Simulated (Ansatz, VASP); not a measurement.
## Two plane-wave programs on Na2S

```
S Na
1.0
     0.00000    3.17145    3.17145
     3.17145    0.00000    3.17145
     3.17145    3.17145    0.00000
S Na
1 2
Direct
  0.00000 0.00000 0.00000
  0.25000 0.25000 0.25000
  0.75000 0.75000 0.75000
```

Alike in both runs: task single point; functional PBEsol; k mesh 6 × 6 × 6; occupations gaussian, width 0.05 eV; no spin polarisation.

|  | VASP | Ansatz |
| --- | --- | --- |
| version | VASP 6.6.1 | Ansatz 0.2.0 |
| potentials or method | VASP PAW PBE potentials, release 64 (S, Na_pv), cutoff 500 eV | scalar-relativistic, plane waves, PAW |
| valence electrons in the cell | 20 | 24 |

|  | VASP | Ansatz | Ansatz less VASP |
| --- | --- | --- | --- |
| gap on the k mesh at the Fermi level (eV) | 2.67 | 2.68 | +0.004 |
| least direct gap on the mesh (eV) | 2.67 | 2.68 | +0.004 |
| pressure (GPa) | 2.6 | 2.6 | -0.08 |

VASP's potentials were made for PBE, not for PBEsol. VASP's potentials hold 20 valence electrons a cell and Ansatz's 24, so a difference there can come from the potentials and not from the codes.
